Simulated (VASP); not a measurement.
# CaH8Cl2O4 in VASP: further runs

Runs on CaH8Cl2O4. Level: PBE+D3(BJ). Tasks: single point.

Program: VASP 6.6.1. These are calculated values, not measurements. Logs are shortened: lines on timing, memory, paths and dates and some standing lists are left out, and cuts for length are marked.

### Step 1. The cell of the first run

The cell holds an amorphous packing of atoms, 15 atoms: a = 6.501 Å, b = 6.501 Å, c = 6.501 Å, α = 90.00°, β = 90.00°, γ = 90.00°.

### Step 2. Single point, PBE+D3(BJ)

INCAR reads:

```
PREC = Accurate ; ENCUT = 520
EDIFF = 1E-6 ; ISMEAR = -1
SIGMA = 0.02 ; LREAL = Auto
LASPH = T ; NELM = 60
ALGO = Normal ; ISIF = 2
LWAVE = F ; LCHARG = F
GGA = PE ; IVDW = 12
NBANDS = 41
```

KPOINTS reads:

```
Automatic mesh
0
Gamma
  1 1 1
```

POSCAR reads:

```
CaH8Cl2O4
1.0
    6.5009270000      0.0000000000      0.0000000000
    0.0000000000      6.5009270000      0.0000000000
    0.0000000000      0.0000000000      6.5009270000
O H Ca Cl
4 8 1 2
Direct
    0.6703659340      0.1970949681     -0.0384560540
    0.2495490259      0.5521827887     -0.0208124164
    0.8164989393      1.0252230182      0.4107721868
   -0.1611616313      0.6555988092     -0.0334875319
    0.7904103522      0.1206750976     -0.0990320304
    0.7086220165      0.3433510329      0.0211508297
    0.1151066609      0.5010208544      0.0420093934
    0.2061090672      0.6942548347     -0.0625141614
    0.9386968966      1.0290224763      0.5147112096
    0.7740588381      0.8760596758      0.4094339161
   -0.2393658627      0.6910860559      0.1079076876
   -0.1344423649      0.7926408034     -0.1145990410
    0.4451365167      0.3495040015      0.6984542358
    0.7175899683      0.5222178314      0.5307396930
    0.1734829510      0.9806601428      0.7124830043
```

Potentials or basis: VASP PAW PBE potentials, release 64 (O, H, Ca_sv, Cl).

Started as:

```
$ cat potpaw_PBE.64/O/POTCAR potpaw_PBE.64/H/POTCAR potpaw_PBE.64/Ca_sv/POTCAR potpaw_PBE.64/Cl/POTCAR > POTCAR
$ mpirun -np 1 vasp_gam > vasp.out
```

OUTCAR:

```text
PREC = Accurate
   ENCUT = 520
   EDIFF = 1E-6
   ISMEAR = -1
   LREAL = Auto
   LASPH = T
   NELM = 60
   ISIF = 2
   GGA = PE
   IVDW = 12
 IVDW          = 12

 ion  position               nearest neighbor table
   1  0.670  0.197  0.962-   5 1.01   6 1.06  13 2.46
   2  0.250  0.552  0.979-   8 1.00   7 1.02
   3  0.816  0.025  0.411-  10 1.01   9 1.04
   4  0.839  0.656  0.967-  12 1.05  11 1.08
   5  0.790  0.121  0.901-   1 1.01
   6  0.709  0.343  0.021-   1 1.06
   7  0.115  0.501  0.042-   2 1.02
   8  0.206  0.694  0.937-   2 1.00
   9  0.939  0.029  0.515-   3 1.04
  10  0.774  0.876  0.409-   3 1.01
  11  0.761  0.691  0.108-   4 1.08
  12  0.866  0.793  0.885-   4 1.05
  13  0.445  0.350  0.698-  14 2.36   1 2.46
  14  0.718  0.522  0.531-  13 2.36
  15  0.173  0.981  0.712-

  LATTYP: Found a simple cubic cell.
 ALAT       =     6.5009270000

  Lattice vectors:

 A1 = (   6.5009270000,   0.0000000000,   0.0000000000)
 A2 = (   0.0000000000,   6.5009270000,   0.0000000000)
 A3 = (   0.0000000000,   0.0000000000,   6.5009270000)

Analysis of symmetry for initial positions (statically):
=====================================================================
 Subroutine PRICEL returns:
 Original cell was already a primitive cell.

 Routine SETGRP: Setting up the symmetry group for a
 simple cubic supercell.

 Subroutine GETGRP returns: Found  1 space group operations
 (whereof  1 operations were pure point group operations)
 out of a pool of 48 trial point group operations.

The static configuration has the point symmetry C_1 .

Analysis of symmetry for dynamics (positions and initial velocities):
=====================================================================
 Subroutine PRICEL returns:
 Original cell was already a primitive cell.

 Routine SETGRP: Setting up the symmetry group for a
 simple cubic supercell.

 Subroutine GETGRP returns: Found  1 space group operations
 (whereof  1 operations were pure point group operations)
 out of a pool of 48 trial point group operations.

The dynamic configuration has the point symmetry C_1 .

 Subroutine INISYM returns: Found  1 space group operations
 (whereof  1 operations are pure point group operations),
 and found     1 'primitive' translations

----------------------------------------------------------------------------------------

                                     Primitive cell

  volume of cell :     274.7425

  direct lattice vectors                    reciprocal lattice vectors
     6.500927000  0.000000000  0.000000000     0.153824216  0.000000000  0.000000000
     0.000000000  6.500927000  0.000000000     0.000000000  0.153824216  0.000000000
     0.000000000  0.000000000  6.500927000     0.000000000  0.000000000  0.153824216

  length of vectors
     6.500927000  6.500927000  6.500927000     0.153824216  0.153824216  0.153824216

  position of ions in fractional coordinates (direct lattice)
     0.670365934  0.197094968  0.961543946
     0.249549026  0.552182789  0.979187584
     0.816498939  0.025223018  0.410772187
     0.838838369  0.655598809  0.966512468
     0.790410352  0.120675098  0.900967970
     0.708622017  0.343351033  0.021150830
     0.115106661  0.501020854  0.042009393
     0.206109067  0.694254835  0.937485839
     0.938696897  0.029022476  0.514711210
     0.774058838  0.876059676  0.409433916
     0.760634137  0.691086056  0.107907688
     0.865557635  0.792640803  0.885400959
     0.445136517  0.349504002  0.698454236
     0.717589968  0.522217831  0.530739693
     0.173482951  0.980660143  0.712483004

  ion indices of the primitive-cell ions
   primitive index   ion index
                 1           1
                 2           2
                 3           3
                 4           4
                 5           5
                 6           6
                 7           7
                 8           8
                 9           9
                10          10
                11          11
                12          12
                13          13
                14          14
                15          15

----------------------------------------------------------------------------------------

 KPOINTS: Automatic mesh

Automatic generation of k-mesh.
 Grid dimensions read from file:
 generate k-points for:    1    1    1

 Generating k-lattice:

  Cartesian coordinates                     Fractional coordinates (reciprocal lattice)
     0.153824216  0.000000000  0.000000000     1.000000000  0.000000000  0.000000000
     0.000000000  0.153824216  0.000000000     0.000000000  1.000000000  0.000000000
     0.000000000  0.000000000  0.153824216     0.000000000  0.000000000  1.000000000

  Length of vectors
     0.153824216  0.153824216  0.153824216

  Shift w.r.t. Gamma in fractional coordinates (k-lattice)
     0.000000000  0.000000000  0.000000000

 Subroutine IBZKPT returns following result:
 ===========================================

 Found      1 irreducible k-points:

 Following reciprocal coordinates:
            Coordinates               Weight
  0.000000  0.000000  0.000000      1.000000
   k-points           NKPTS =      1   k-points in BZ     NKDIM =      1   number of bands    NBANDS=     41
   number of dos      NEDOS =    301   number of ions     NIONS =     15
   total plane-waves  NPLWV = 110592
   dimension x,y,z NGX =    48 NGY =   48 NGZ =   48
   dimension x,y,z NGXF=    96 NGYF=   96 NGZF=   96
   ions per type =               4   8   1   2
   NGX,Y,Z   is equivalent  to a cutoff of  12.27, 12.27, 12.27 a.u.
   NGXF,Y,Z  is equivalent  to a cutoff of  24.55, 24.55, 24.55 a.u.
 SYSTEM =  unknown system
   PREC   = accura    normal or accurate (medium, high low for compatibility)
   ISTART =      0    job   : 0-new  1-cont  2-samecut
   ICHARG =      2    charge: 1-file 2-atom 10-const
   ISPIN  =      1    spin polarized calculation?
   LNONCOLLINEAR =      F non collinear calculations
   LSORBIT =      F    spin-orbit coupling
   LASPH  =      T    aspherical Exc in radial PAW
   ENCUT  =  520.0 eV  38.22 Ry    6.18 a.u.  12.09 12.09 12.09*2*pi/ulx,y,z
   NELM   =     60;   NELMIN=  2; NELMDL= -5     # of ELM steps
   EDIFF  = 0.1E-05   stopping-criterion for ELM
   LREAL  =      T    real-space projection
   EDIFFG = 0.1E-04   stopping-criterion for IOM
   NSW    =      0    number of steps for IOM
   IBRION =     -1    ionic relax: 0-MD 1-quasi-New 2-CG
   NFREE  =      0    steps in history (QN), initial steepest desc. (CG)
   ISIF   =      2    stress and relaxation
   ISYM   =      2    0-nonsym 1-usesym 2-fastsym
   POTIM  = 0.5000    time-step for ionic-motion
   TEBEG  =    0.0;   TEEND  =   0.0 temperature during run
   PSTRESS=    0.0 pullay stress
   NELECT =      56.0000    total number of electrons
   NUPDOWN=      -1.0000    fix difference up-down
   EMIN   =  10.00;   EMAX   =-10.00  energy-range for DOS
   EFERMI =   0.00;   METHOD = LEGACY
   ISMEAR =    -1;   SIGMA  =   0.02  broadening in eV -4-tet -1-fermi 0-gaus
   EFERMI_NEDOS =   21; number of points for ismear=-14 and -15
   IALGO  =     38    algorithm
   IMIX   =      4    mixing-type and parameters
     AMIX     =   0.40;   BMIX     =  1.00
     AMIX_MAG =   1.60;   BMIX_MAG =  1.00
  volume/ion in A,a.u.               =      18.32       123.60
  Fermi-wavevector in a.u.,A,eV,Ry     =   0.963449  1.820655 12.629399  0.928235
  Thomas-Fermi vector in A             =   2.092996
   LORBIT       =      0    0 simple, 1 ext, 2 COOP (PROOUT), +10 PAW based schemes
   GGA     = PE    functional components
   LHFCALC =     F    Hartree Fock is set to
   AEXX    =    0.0000 exact exchange contribution
   IVDW    =    12    specifies the selected vdW correction
   LEPSILON=     F    determine dielectric tensor
   LRPA    =     F    only Hartree local field effects (RPA)
 non-spin polarized calculation
  energy-cutoff  :      520.00
  volume of cell :      274.74
 maximum number of plane-waves:      3721
   NGX = 25   NGY = 25   NGZ = 25

 number of electron      56.0000000 magnetization

 Free energy of the ion-electron system (eV)
  ---------------------------------------------------
  ext. energy  EPLUGINS =         0.00000000
  ---------------------------------------------------
  free energy    TOTEN  =       -68.66497663 eV

  energy without entropy =      -68.66497663  energy(sigma->0) =      -68.66497663

 E-fermi :  -2.4392     XC(G=0):  -6.1667

 val. band max:       -2.9953961879   @ k =   0.0000   0.0000   0.0000
 cond. band min:       0.6205930145   @ k =   0.0000   0.0000   0.0000
 fundamental gap:      3.6159892024
 Fermi energy:        -2.4391910992

 k-point     1 :       0.0000    0.0000    0.0000
  band No.  band energies     occupation
      1     -42.2126      2.00000
      2     -23.3814      2.00000
      3     -23.2795      2.00000
      4     -23.2404      2.00000
      5     -22.1337      2.00000
      6     -22.0711      2.00000
[... 32 lines left out ...]
     39       5.4290      0.00000
     40       5.4923      0.00000
 [bands above 40 left out]

------------------------ aborting loop because EDIFF is reached ----------------------------------------

 Edisp (eV)   -0.71404

 E8    (eV) :    -0.2108

  FORCE on cell =-STRESS in cart. coord.  units (eV):
  Direction    XX          YY          ZZ          XY          YZ          ZX
  --------------------------------------------------------------------------------------
  -------------------------------------------------------------------------------------
  Total      -4.28002    -9.25953    -5.91742     0.22768    -0.68835     2.67931
  in kB     -24.95922   -53.99747   -34.50781     1.32771    -4.01417    15.62454
  external pressure =      -37.82 kB  Pullay stress =        0.00 kB

 VOLUME and BASIS-vectors are now :
 -----------------------------------------------------------------------------
  energy-cutoff  :      520.00
  volume of cell :      274.74
      direct lattice vectors                 reciprocal lattice vectors
     6.500927000  0.000000000  0.000000000     0.153824216  0.000000000  0.000000000
     0.000000000  6.500927000  0.000000000     0.000000000  0.153824216  0.000000000
     0.000000000  0.000000000  6.500927000     0.000000000  0.000000000  0.153824216

 POSITION                                       TOTAL-FORCE (eV/Angst)
 -----------------------------------------------------------------------------------
      4.35800      1.28130      6.25093         0.158196      1.971758      0.071227
      1.62230      3.58970      6.36563        -1.286231     -0.255174      0.170768
      5.30800      0.16397      2.67040         0.722663     -1.149855      0.960846
      5.45323      4.26200      6.28323        -1.294021      2.399527      2.112487
      5.13840      0.78450      5.85713        -0.481368      1.326948      0.697615
      4.60670      2.23210      0.13750         0.242153     -2.880566     -1.068128
      0.74830      3.25710      0.27310         1.500065      0.591178     -0.877870
      1.33990      4.51330      6.09453         0.445467     -0.596836      0.029551
      6.10240      0.18867      3.34610        -1.404827     -0.304650     -1.326493
      5.03210      5.69520      2.66170         0.514150      1.348660      0.290768
      4.94483      4.49270      0.70150         1.772982     -0.139947     -3.016193
      5.62693      5.15290      5.75593        -0.489511     -2.308261      1.481953
      2.89380      2.27210      4.54060        -1.234927     -1.101544      1.183614
      4.66500      3.39490      3.45030         0.603137      0.680372     -1.027187
      1.12780      6.37520      4.63180         0.232071      0.418390      0.317043
 -----------------------------------------------------------------------------------
    total drift:                                0.016867      0.007739      0.004372

  FREE ENERGIE OF THE ION-ELECTRON SYSTEM (eV)
  ---------------------------------------------------
  free  energy   TOTEN  =       -69.3790179097 eV

  energy  without entropy=      -69.3790179097  energy(sigma->0) =      -69.37901791
```

Wall time 13 s (1 thread of AMD EPYC 9R45 (Zen 5), shared host); peak memory 0.28 GiB.

Results:

| Quantity | Value |
| --- | --- |
| Free energy | -69.3790 eV |
| Pressure | -3.8 GPa |
| Largest force | 3.501 eV/Å |
| Band gap on the k mesh | 3.62 eV |
| Dispersion energy per atom | -0.048 eV |

Forces in eV/Å, atoms in the order of the input:
```
O    0.158  1.972  0.071
O   -1.286 -0.255  0.171
O    0.723 -1.150  0.961
O   -1.294  2.400  2.112
H   -0.481  1.327  0.698
H    0.242 -2.881 -1.068
H    1.500  0.591 -0.878
H    0.445 -0.597  0.030
H   -1.405 -0.305 -1.326
H    0.514  1.349  0.291
H    1.773 -0.140 -3.016
H   -0.490 -2.308  1.482
Ca  -1.235 -1.102  1.184
Cl   0.603  0.680 -1.027
Cl   0.232  0.418  0.317
```

Stress tensor (GPa, compression positive):
```
-2.50  0.13  1.56
 0.13 -5.40 -0.40
 1.56 -0.40 -3.45
```

Levels at points of the mesh, in eV from the valence-band top:
| k point | band 25 | band 26 | band 27 | band 28 | band 29 | band 30 | band 31 | band 32 |
| --- | --- | --- | --- | --- | --- | --- | --- | --- |
| (0.00, 0.00, 0.00) | -0.48 | -0.38 | -0.21 | 0.00 | 3.62 | 5.62 | 5.70 | 5.97 |

Caveat: the k points lie up to 0.97 Å⁻¹ apart.

### Step 3. Single point, PBE+D3(BJ)

This run uses another cell than the first one, of 20.59 Å³/atom, 1.124 times its volume.

INCAR reads:

```
SYSTEM = CaH8Cl2O4
ALGO = Normal
EDIFF = 1E-7
ENCUT = 520
GGA = PE
ISIF = 2
ISMEAR = -1
IVDW = 12
LASPH = .TRUE.
LCHARG = .TRUE.
LELF = .TRUE.
LREAL = Auto
LVHAR = .TRUE.
LWAVE = .FALSE.
NBANDS = 41
NELM = 60
PREC = Accurate
SIGMA = 0.02
```

KPOINTS reads:

```
k-points
0
G
  1 1 1
  0 0 0
```

POSCAR reads:

```
CaH8Cl2O4
1.0
    6.7596860000      0.0000000000      0.0000000000
    0.0000000000      6.7596860000      0.0000000000
    0.0000000000      0.0000000000      6.7596860000
O H Ca Cl
4 8 1 2
Direct
    0.7175777100      0.2076723682     -0.0522509478
    0.2741843334      0.4998604965     -0.1362489323
    0.8290177976      0.9734919640      0.4218835017
   -0.1334381508      0.6551043939     -0.1182303438
    0.6888633584      0.1825084775      0.0938801003
    0.7957914021      0.3260210607     -0.0577541620
    0.2031011500      0.5079082076     -0.0132254664
    0.2233387764      0.6392752563     -0.1950682325
    0.9260933126      1.0564396039      0.4788683971
    0.8894052179      0.8404828272      0.4138357906
   -0.1565309395      0.6681079565      0.0268059789
   -0.1811918483      0.7723879482     -0.1783070989
    0.4428016331      0.2597605865      0.7252407878
    0.6765550944      0.4526985425      0.4553318009
    0.2393306435      0.9401028391      0.6977395104
```

Potentials or basis: VASP PAW PBE potentials, release 64 (O, H, Ca_sv, Cl).

Started as:

```
$ cat potpaw_PBE.64/O/POTCAR potpaw_PBE.64/H/POTCAR potpaw_PBE.64/Ca_sv/POTCAR potpaw_PBE.64/Cl/POTCAR > POTCAR
$ mpirun -np 1 vasp_gam > vasp.out
```

Wall time 16 s (1 thread of AMD EPYC 9R45 (Zen 5), shared host); peak memory 0.3 GiB.

It converged, with:

```
Free energy                : -70.1365 eV
Pressure                   : -1.2 GPa
Largest force              : 3.084 eV/Å
Band gap on the k mesh     : 3.48 eV
Dispersion energy per atom : -0.042 eV
```

Forces on the atoms (eV/Å):
```
O   -1.312 -1.066  1.610
O   -1.129  2.755 -0.804
O   -0.922 -1.566 -0.887
O    0.455 -1.528  2.014
H    0.600  0.383 -1.492
H    0.520  0.825 -0.034
H   -0.191 -0.351  0.626
H    1.121 -1.833  0.387
H    1.132  0.752  0.626
H   -0.332  0.752  0.256
H   -0.028  0.278 -1.064
H   -0.485  1.134 -0.576
Ca   1.164 -0.076 -0.791
Cl  -0.521 -0.351  0.110
Cl  -0.072 -0.107  0.018
```

Stress tensor (GPa, compression positive):
```
-0.19  0.32  0.59
 0.32 -1.12  1.20
 0.59  1.20 -2.18
```

Levels at points of the mesh, in eV from the valence-band top:
| k point | band 25 | band 26 | band 27 | band 28 | band 29 | band 30 | band 31 | band 32 |
| --- | --- | --- | --- | --- | --- | --- | --- | --- |
| (0.00, 0.00, 0.00) | -0.77 | -0.58 | -0.05 | 0.00 | 3.48 | 5.56 | 5.75 | 5.94 |

Caveat: the k points lie up to 0.93 Å⁻¹ apart.

### Step 4. Single point, PBE+D3(BJ)

This run uses another cell than the first one, of 19.83 Å³/atom, 1.083 times its volume.

INCAR reads:

```
SYSTEM = CaH8Cl2O4
ALGO     = Normal         ! electronic algorithm
EDIFF    = 1E-6           ! SCF threshold, eV
ENCUT    = 520            ! plane-wave cutoff, eV
GGA      = PE             ! functional
ISIF     = 2              ! what is computed and relaxed
ISMEAR   = -1             ! smearing method
IVDW     = 12             ! dispersion correction
LASPH    = .True.         ! aspherical terms in the spheres
LCHARG   = .True.         ! write CHGCAR
LELF     = .True.         ! ELF
LREAL    = Auto         
LVHAR    = .True.       
LWAVE    = .False.        ! write WAVECAR
NBANDS   = 41             ! bands
NELM     = 80             ! most SCF steps
PREC     = Accurate       ! precision mode
SIGMA    = 0.02           ! smearing width, eV
```

KPOINTS reads:

```
k-points
0
Gamma
  1 1 1
  0 0 0
```

POSCAR reads:

```
CaH8Cl2O4
1.0
    6.6758680000      0.0000000000      0.0000000000
    0.0000000000      6.6758680000      0.0000000000
    0.0000000000      0.0000000000      6.6758680000
O H Ca Cl
4 8 1 2
Direct
    0.7068893513      0.2070592169     -0.0485030561
    0.2947332092      0.4870977077     -0.2397590845
    0.7780860856      0.9027140740      0.4438673743
   -0.1472617493      0.6514358882     -0.1091843038
    0.6555102647      0.0994028042      0.0407437655
    0.6968232446      0.3361210857      0.0066657999
    0.2710209369      0.4995305479     -0.1006161296
    0.2923514965      0.6366063559     -0.2711707302
    0.9191763528      0.8801701891      0.4854499819
    0.7085370771      0.7748805099      0.4400027083
   -0.0776528236      0.7684843379     -0.1050649893
   -0.2220834804      0.6707741975     -0.2419460660
    0.4731219970      0.2134853475      0.6646776120
    0.6802111725      0.4738709633      0.4359582904
    0.2639956332      0.9156711906      0.7466594606
```

Started as:

```
$ cat potpaw_PBE.64/O/POTCAR potpaw_PBE.64/H/POTCAR potpaw_PBE.64/Ca_sv/POTCAR potpaw_PBE.64/Cl/POTCAR > POTCAR
$ mpirun -np 1 vasp_gam > vasp.out
```

Wall time 16 s (1 thread of AMD EPYC 9R45 (Zen 5), shared host); peak memory 0.3 GiB.

Results (log left out):

```
Free energy                : -70.0669 eV
Pressure                   : 0.6 GPa
Largest force              : 4.718 eV/Å
Band gap on the k mesh     : 4.00 eV
Dispersion energy per atom : -0.044 eV
```

Forces in eV/Å, atoms in the order of the input:
```
O   -0.782 -2.771 -1.340
O    0.499  0.501 -0.955
O    0.763  1.409  0.463
O   -3.219 -2.810 -2.002
H    0.558  1.130 -0.050
H    0.110  1.698  1.486
H   -0.592 -0.303  1.635
H    0.160 -0.795 -0.438
H   -1.056 -0.071 -0.281
H    0.276 -0.703 -0.068
H    2.301  3.397  0.499
H    0.854 -0.707  1.510
Ca   1.195  0.721 -0.496
Cl  -0.603 -0.686  0.047
Cl  -0.464 -0.010 -0.011
```

Stress tensor (GPa, compression positive):
```
-1.17  1.36 -0.89
 1.36  3.27  0.76
-0.89  0.76 -0.24
```

Levels at points of the mesh, in eV from the valence-band top:
| k point | band 24 | band 25 | band 26 | band 27 | band 28 | band 29 | band 30 | band 31 | band 32 | band 33 |
| --- | --- | --- | --- | --- | --- | --- | --- | --- | --- | --- |
| (0.00, 0.00, 0.00) | -0.75 | -0.50 | -0.28 | -0.04 | 0.00 | 4.00 | 5.87 | 6.06 | 6.13 | 6.26 |

Caveat: the k points lie up to 0.94 Å⁻¹ apart.

### Step 5. Summary

| cell | gap on the mesh (eV) | pressure (GPa) | largest force (eV/Å) |
| --- | --- | --- | --- |
| a = 6.501 Å, 15 atoms | 3.62 | -3.8 | 3.50 |
| a = 6.760 Å, 15 atoms | 3.48 | -1.2 | 3.08 |
| a = 6.676 Å, 15 atoms | 4.00 | 0.6 | 4.72 |

Alike in all rows: task single point; level PBE+D3(BJ); potentials or basis VASP PAW PBE potentials, release 64 (O, H, Ca_sv, Cl); no spin polarisation; k mesh 1 × 1 × 1; cutoff (eV) 520; smearing fermi-dirac 0.02 eV.

Caveats: all runs use coarse meshes.

Total energies depend on the potentials used, so only differences within one code and one set of settings carry meaning.
